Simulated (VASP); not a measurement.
# CaO (Fm-3m) in VASP: G0W0 quasiparticle levels with PBE

Aim: the G0W0 quasiparticle levels of CaO with PBE.

Everything below comes from runs of VASP 6.6.1. Logs are shortened: lines on timing, memory, paths and dates and some standing lists are left out, and cuts for length are marked.

## 1. The cell of the first run

It takes space group Fm-3m (No. 225, cubic). Conventional cell: a = 4.795 Å, b = 4.795 Å, c = 4.795 Å, α = 90.00°, β = 90.00°, γ = 90.00°. Within 3.2 Å of Ca (site symmetry m-3m) lie 6 O at 2.40 Å. O (site symmetry m-3m) has 6 Ca at 2.40 Å within 3.2 Å.

## 2. G0W0 quasiparticle levels, PBE

POSCAR reads:

```
CaO
1.0
    0.0000000000      2.3975501188      2.3975501188
    2.3975501188      0.0000000000      2.3975501188
    2.3975501188      2.3975501188      0.0000000000
Ca O
1 1
Direct
    0.0000000000      0.0000000000      0.0000000000
    0.5000000000      0.5000000000      0.5000000000
```

INCAR.step1 reads:

```
  ALGO = Normal
  EDIFF = 1E-8
  ENCUT = 500
  GGA = PE
  ISMEAR = 0
  LASPH = T
  LCHARG = F
  LREAL = F
  LWAVE = T
  NELM = 60
  PREC = Accurate
  SIGMA = 0.01
```

INCAR.step2 reads:

```
  ALGO = Exact
  EDIFF = 1E-8
  ENCUT = 500
  GGA = PE
  ISMEAR = 0
  ISTART = 1
  LASPH = T
  LCHARG = F
  LOPTICS = T
  LREAL = F
  LWAVE = T
  NBANDS = 68
  NELM = 1
  PREC = Accurate
  SIGMA = 0.01
```

INCAR.step3 reads:

```
  ALGO = EVGW0
  EDIFF = 1E-8
  ENCUT = 500
  ENCUTGW = 80.0
  GGA = PE
  ISMEAR = 0
  ISTART = 1
  LASPH = T
  LCHARG = F
  LREAL = F
  LWAVE = F
  NBANDS = 68
  NBANDSGW = 16
  NELMGW = 1
  NOMEGA = 96
  OMEGAMAX = 30
  PREC = Accurate
  PRECFOCK = Fast
  SIGMA = 0.01
```

KPOINTS reads:

```
k-points
0
Gamma
  4 4 4
```

Potentials or basis: VASP PAW PBE potentials, release 64 (Ca_sv_GW, O_GW).

The run is started by

```console
cat potpaw_PBE.64/Ca_sv_GW/POTCAR potpaw_PBE.64/O_GW/POTCAR > POTCAR
cp INCAR.step1 INCAR
mpirun -np 1 vasp_std > vasp.out
cp INCAR.step2 INCAR
mpirun -np 1 vasp_std > vasp.out
cp INCAR.step3 INCAR
mpirun -np 1 vasp_std > vasp.out
```

OUTCAR:

```text
EDIFF = 1E-8
   ENCUT = 500
   ENCUTGW = 80.0
   GGA = PE
   ISMEAR = 0
   ISTART = 1
   LASPH = T
   LREAL = F
   NELMGW = 1
   PREC = Accurate
   PRECFOCK = Fast

 ion  position               nearest neighbor table
   1  0.000  0.000  0.000-   2 2.40   2 2.40   2 2.40   2 2.40   2 2.40   2 2.40
   2  0.500  0.500  0.500-   1 2.40   1 2.40   1 2.40   1 2.40   1 2.40   1 2.40

  LATTYP: Found a face centered cubic cell.
 ALAT       =     4.7951002376

  Lattice vectors:

 A1 = (   0.0000000000,   2.3975501188,   2.3975501188)
 A2 = (   2.3975501188,   0.0000000000,   2.3975501188)
 A3 = (   2.3975501188,   2.3975501188,   0.0000000000)

Analysis of symmetry for initial positions (statically):
=====================================================================
 Subroutine PRICEL returns:
 Original cell was already a primitive cell.

 Routine SETGRP: Setting up the symmetry group for a
 face centered cubic supercell.

 Subroutine GETGRP returns: Found 48 space group operations
 (whereof 48 operations were pure point group operations)
 out of a pool of 48 trial point group operations.

The static configuration has the point symmetry O_h .

Analysis of symmetry for dynamics (positions and initial velocities):
=====================================================================
 Subroutine PRICEL returns:
 Original cell was already a primitive cell.

 Routine SETGRP: Setting up the symmetry group for a
 face centered cubic supercell.

 Subroutine GETGRP returns: Found 48 space group operations
 (whereof 48 operations were pure point group operations)
 out of a pool of 48 trial point group operations.

The dynamic configuration has the point symmetry O_h .

 Subroutine INISYM returns: Found 48 space group operations
 (whereof 48 operations are pure point group operations),
 and found     1 'primitive' translations

----------------------------------------------------------------------------------------

                                     Primitive cell

  volume of cell :      27.5634

  direct lattice vectors                    reciprocal lattice vectors
     0.000000000  2.397550119  2.397550119    -0.208546214  0.208546214  0.208546214
     2.397550119  0.000000000  2.397550119     0.208546214 -0.208546214  0.208546214
     2.397550119  2.397550119  0.000000000     0.208546214  0.208546214 -0.208546214

  length of vectors
     3.390647894  3.390647894  3.390647894     0.361212638  0.361212638  0.361212638

  position of ions in fractional coordinates (direct lattice)
     0.000000000  0.000000000  0.000000000
     0.500000000  0.500000000  0.500000000

  ion indices of the primitive-cell ions
   primitive index   ion index
                 1           1
                 2           2

----------------------------------------------------------------------------------------

 KPOINTS: k-points

Automatic generation of k-mesh.
 Grid dimensions read from file:
 generate k-points for:    4    4    4

 Generating k-lattice:

  Cartesian coordinates                     Fractional coordinates (reciprocal lattice)
    -0.052136553  0.052136553  0.052136553     0.250000000  0.000000000  0.000000000
     0.052136553 -0.052136553  0.052136553     0.000000000  0.250000000  0.000000000
     0.052136553  0.052136553 -0.052136553     0.000000000  0.000000000  0.250000000

  Length of vectors
     0.090303160  0.090303160  0.090303160

  Shift w.r.t. Gamma in fractional coordinates (k-lattice)
     0.000000000  0.000000000  0.000000000

 Subroutine IBZKPT returns following result:
 ===========================================

 Found      8 irreducible k-points:

 Following reciprocal coordinates:
            Coordinates               Weight
  0.000000  0.000000  0.000000      1.000000
  0.250000  0.000000  0.000000      8.000000
  0.500000  0.000000  0.000000      4.000000
  0.250000  0.250000  0.000000      6.000000
  0.500000  0.250000  0.000000     24.000000
 -0.250000  0.250000  0.000000     12.000000
  0.500000  0.500000  0.000000      3.000000
 -0.250000  0.500000  0.250000      6.000000
   k-points           NKPTS =      8   k-points in BZ     NKDIM =     64   number of bands    NBANDS=     68
   number of dos      NEDOS =    301   number of ions     NIONS =      2
   total plane-waves  NPLWV =  21952
   dimension x,y,z NGX =    28 NGY =   28 NGZ =   28
   dimension x,y,z NGXF=    56 NGYF=   56 NGZF=   56
   ions per type =               1   1
   NGX,Y,Z   is equivalent  to a cutoff of  13.73, 13.73, 13.73 a.u.
   NGXF,Y,Z  is equivalent  to a cutoff of  27.46, 27.46, 27.46 a.u.
 SYSTEM =  unknown system
   PREC   = accura    normal or accurate (medium, high low for compatibility)
   ISTART =      1    job   : 0-new  1-cont  2-samecut
   ICHARG =      0    charge: 1-file 2-atom 10-const
   ISPIN  =      1    spin polarized calculation?
   LNONCOLLINEAR =      F non collinear calculations
   LSORBIT =      F    spin-orbit coupling
   LASPH  =      T    aspherical Exc in radial PAW
   ENCUT  =  500.0 eV  36.75 Ry    6.06 a.u.   6.18  6.18  6.18*2*pi/ulx,y,z
   NELM   =     60;   NELMIN=  2; NELMDL=  0     # of ELM steps
   EDIFF  = 0.1E-07   stopping-criterion for ELM
   LREAL  =      F    real-space projection
   EDIFFG = 0.1E-06   stopping-criterion for IOM
   NSW    =      0    number of steps for IOM
   IBRION =     -1    ionic relax: 0-MD 1-quasi-New 2-CG
   NFREE  =      0    steps in history (QN), initial steepest desc. (CG)
   ISIF   =      0    stress and relaxation
   ISYM   =      3    0-nonsym 1-usesym 2-fastsym
   POTIM  = 0.5000    time-step for ionic-motion
   TEBEG  =    0.0;   TEEND  =   0.0 temperature during run
   PSTRESS=    0.0 pullay stress
   NELECT =      16.0000    total number of electrons
   NUPDOWN=      -1.0000    fix difference up-down
   EMIN   =  10.00;   EMAX   =-10.00  energy-range for DOS
   EFERMI =   0.00;   METHOD = LEGACY
   ISMEAR =     0;   SIGMA  =   0.01  broadening in eV -4-tet -1-fermi 0-gaus
   EFERMI_NEDOS =   21; number of points for ismear=-14 and -15
   IALGO  =     38    algorithm
   IMIX   =      4    mixing-type and parameters
     AMIX     =   0.40;   BMIX     =  1.00
     AMIX_MAG =   1.60;   BMIX_MAG =  1.00
  volume/ion in A,a.u.               =      13.78        93.00
  Fermi-wavevector in a.u.,A,eV,Ry     =   1.365643  2.580691 25.374598  1.864980
  Thomas-Fermi vector in A             =   2.491853
   LORBIT       =      0    0 simple, 1 ext, 2 COOP (PROOUT), +10 PAW based schemes
   GGA     = PE    functional components
   LHFCALC =     T    Hartree Fock is set to
   PRECFOCK=fast      Normal, Fast or Accurate (Low or Medium for compatibility)
   ENCUT4O =  -1.0   cutoff for four orbital integrals eV
   NKREDX  =     1    reduce k-point grid by
   NKREDY  =     1    reduce k-point grid by
   NKREDZ  =     1    reduce k-point grid by
   AEXX    =    1.0000 exact exchange contribution
   HFSCREEN=    0.0000 screening length (either q_TF or 0.3 A-1)
   HFSCREENC=   0.0000 screening length for correlation (either q_TF or 0.3 A-1)
   ENCUTFOCK=  -1.0 apply spherical cutoff to Coloumb kernel
   IVDW    =     0    specifies the selected vdW correction
   LEPSILON=     F    determine dielectric tensor
   LRPA    =     F    only Hartree local field effects (RPA)
   LRPAFORCE           =     F    calculate RPA forces
   ENCUTGW             =  80.0    cutoff for response function in eV
   ENCUTGWSOFT         =  64.0    soft cutoff for Coulomb kernel in GW response function in eV
   ENCUTLF             =  -1.0    cutoff for local field effects
   NELMGW              =     1    number of iterations in solving QP/BSE equation
   NELMHF              =     1    number of iterations in the inner HF iteration
   NKREDLFX            =     1    NKREDLFY  =   1   NKREDLFZ  =   1
 non-spin polarized calculation
 Gauss-broadening in eV      SIGMA  =   0.01
  energy-cutoff  :      500.00
  volume of cell :       27.56
 maximum number of plane-waves:       725
 NGX is ok and might be reduce to    28
  NGX = 14; NGY = 14; NGZ = 14
   NGX = 13   NGY = 13   NGZ = 13
 maximum number of plane-waves:        59
 NGX is ok and might be reduce to    10

 QP shifts <psi_nk| G(iteration)W_0 |psi_nk>: iteration 1
 for sc-GW calculations column KS-energies equals QP-energies in previous step
 and V_xc(KS)=  KS-energies - (<T + V_ion + V_H > + <T+V_H+V_ion>^1  + <V_x>^1)

 k-point   1 :       0.0000    0.0000    0.0000
  band No.  KS-energies  QP-energies   sigma(KS)   V_xc(KS)     V^pw_x(r,r')   Z            occupation Imag(sigma)

      1     -32.9306     -35.1059     -24.0067     -20.6285     -34.4136       0.6439       2.0000       0.6413
      2     -13.6909     -15.8929     -23.0337     -20.1615     -28.1229       0.7666       2.0000       0.2103
      3     -13.6909     -15.8929     -23.0337     -20.1615     -28.1229       0.7666       2.0000       0.2103
      4     -13.6909     -15.8929     -23.0337     -20.1615     -28.1229       0.7666       2.0000       0.2103
      5     -10.8554     -12.6735     -21.9891     -19.2156     -30.6884       0.6555       2.0000       0.7085
      6       4.6801       3.9663     -20.1129     -19.1685     -24.5135       0.7558       2.0000       0.1041
[... 8 lines left out ...]
     15      19.7383      19.9345      -6.5750      -6.7991      -1.4418       0.8756       0.0000      -0.7287
     16      27.1981      30.0331     -10.6189     -14.3189      -5.1428       0.7662       0.0000      -0.8656

 k-point   2 :       0.2500    0.0000    0.0000
  band No.  KS-energies  QP-energies   sigma(KS)   V_xc(KS)     V^pw_x(r,r')   Z            occupation Imag(sigma)

      1     -32.8779     -35.0586     -24.0555     -20.6846     -34.4559       0.6469       2.0000       0.6362
      2     -14.3405     -16.3955     -22.1985     -19.3873     -28.0404       0.7310       2.0000       0.3126
      3     -13.7180     -15.9119     -22.9975     -20.1273     -28.0835       0.7644       2.0000       0.1982
      4     -13.7180     -15.9119     -22.9975     -20.1273     -28.0835       0.7644       2.0000       0.1982
      5     -10.1730     -12.1021     -22.8590     -20.0798     -30.8401       0.6941       2.0000       0.6287
      6       3.1462       2.1652     -17.8887     -16.5780     -22.0138       0.7485       2.0000       0.1196
[... 8 lines left out ...]
     15      20.6703      22.2036     -10.0858     -12.0191      -4.4650       0.7931       0.0000      -0.6689
     16      24.6522      26.5508      -9.9877     -12.1005      -4.5217       0.8986       0.0000      -0.8771

 k-point   3 :       0.5000    0.0000    0.0000
  band No.  KS-energies  QP-energies   sigma(KS)   V_xc(KS)     V^pw_x(r,r')   Z            occupation Imag(sigma)

      1     -32.8247     -35.0203     -24.1059     -20.7424     -34.4998       0.6528       2.0000       0.6300
      2     -14.8322     -16.8063     -21.7074     -18.9408     -27.9073       0.7135       2.0000       0.3680
      3     -13.7450     -15.9283     -22.9612     -20.0945     -28.0453       0.7616       2.0000       0.1850
      4     -13.7450     -15.9283     -22.9612     -20.0945     -28.0453       0.7616       2.0000       0.1850
      5      -9.6429     -11.6200     -23.4293     -20.6410     -31.0633       0.7091       2.0000       0.5835
      6       2.0382       0.9132     -16.8611     -15.3369     -21.1071       0.7381       2.0000       0.1504
[... 74 lines left out ...]
      1     -32.7934     -35.0129     -24.1365     -20.7758     -34.5260       0.6604       2.0000       0.6570
      2     -14.3046     -16.5796     -22.3800     -19.3920     -27.5750       0.7613       2.0000       0.3007
      3     -13.9225     -16.1507     -22.8024     -19.8887     -27.9309       0.7647       2.0000       0.2441
      4     -13.9225     -16.1507     -22.8024     -19.8887     -27.9309       0.7647       2.0000       0.2441
      5     -10.6220     -12.3637     -22.2995     -19.5615     -30.9898       0.6361       2.0000       0.6228
      6       3.3709       2.3651     -18.7329     -17.3872     -23.0850       0.7475       2.0000       0.1183
[... 8 lines left out ...]
     15      18.2406      19.5148     -10.4210     -12.0247      -5.3634       0.7946       0.0000      -0.2023
     16      22.7271      23.9530     -10.6692     -12.2000      -5.0898       0.8008       0.0000      -0.6610

 k-point   8 :      -0.2500    0.5000    0.2500
  band No.  KS-energies  QP-energies   sigma(KS)   V_xc(KS)     V^pw_x(r,r')   Z            occupation Imag(sigma)

      1     -32.7924     -35.0135     -24.1368     -20.7772     -34.5268       0.6611       2.0000       0.6500
      2     -14.1300     -16.2175     -22.4688     -19.6423     -28.0821       0.7385       2.0000       0.2650
      3     -14.1160     -16.3637     -22.5813     -19.6323     -27.7420       0.7622       2.0000       0.2723
      4     -14.1160     -16.3637     -22.5813     -19.6323     -27.7420       0.7622       2.0000       0.2723
      5     -10.2237     -12.0535     -22.8312     -20.0595     -30.9968       0.6602       2.0000       0.5813
      6       3.3921       2.5107     -18.7462     -17.5625     -23.1442       0.7447       2.0000       0.1214
[... 8 lines left out ...]
     15      18.9010      20.6439     -11.8886     -14.1574      -6.3274       0.7682       0.0000      -0.4588
     16      18.9010      20.6439     -11.8886     -14.1574      -6.3274       0.7682       0.0000      -0.4588
```

It took 39 s on 1 thread of Intel Xeon Platinum 8488C (Sapphire Rapids), shared host; peak memory 0.23 GiB.

Results:

| Quantity | Value |
| --- | --- |
| Quasiparticle gap | 5.67 eV |
| Least direct quasiparticle gap | 6.10 eV |
| Band gap of the starting levels on the mesh | 3.65 eV |
| Least direct gap of the starting levels on the mesh | 4.03 eV |

Caveat: the k points lie up to 0.57 Å⁻¹ apart; bands, screening cutoff and mesh are small and nothing is extrapolated, so the quasiparticle values aren't converged.
